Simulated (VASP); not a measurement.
Input of a VASP 6.6.1 run:

Contents of INCAR:

```
  PREC = Accurate
  ENCUT = 520
  EDIFF = 1E-7
  ISMEAR = -1
  SIGMA = 0.05
  LREAL = F
  LASPH = T
  NELM = 100
  ALGO = Normal
  ISIF = 2
  LWAVE = F
  LCHARG = F
  GGA = PE
  NBANDS = 14
```

Contents of KPOINTS:

```
regular mesh
0
Gamma
  14 14 14
```

POSCAR

```
Bi
1.0
    0.0000000000      2.3358097402      2.3358097402
    2.3358097402      0.0000000000      2.3358097402
    2.3358097402      2.3358097402      0.0000000000
Bi
1
Direct
    0.0000000000      0.0000000000      0.0000000000
```

Potentials or basis: VASP PAW PBE potentials, release 64 (Bi_d).

Command:

```sh
$ cat potpaw_PBE.64/Bi_d/POTCAR > POTCAR
$ mpirun -np 1 vasp_std > vasp.out
```

Estimate the pressure.

18.7 GPa.
